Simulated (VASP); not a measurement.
Runs of VASP 6.6.1 on Rh. The structure is that of space group Pm-3m (No. 221), or close to it. The cells are those of the table. 

```tsv
task	cell	k mesh	cutoff (eV)	gap on the mesh (eV)	pressure (GPa)
relaxation of cell and atoms	relaxed from a = 2.458 Å, 1 atom	13 × 13 × 13	600	none	0.1
single point	a = 2.449 Å, 1 atom	14 × 14 × 14	520	none	29.4
single point	a = 2.522 Å, 1 atom	14 × 14 × 14	520	none	(a)
single point	a = 2.556 Å, 1 atom	20 × 20 × 20	520	none	0.1
single point	a = 2.590 Å, 1 atom	14 × 14 × 14	520	none	-5.9
```

Alike in all rows: level RPBE; potentials or basis VASP PAW PBE potentials, release 64 (Rh_pv); no spin polarisation; smearing fermi-dirac 0.1 eV.

Question: Fill in the values left out.

Answer: (a) 7.5.

Caveats: the PAW data sets were made with another functional, which shifts forces and pressure a little.

A k mesh can miss the band edges, and the runs leave out spin-orbit coupling on Rh.

A gap of «none» marks levels without a gap at the run's occupations.
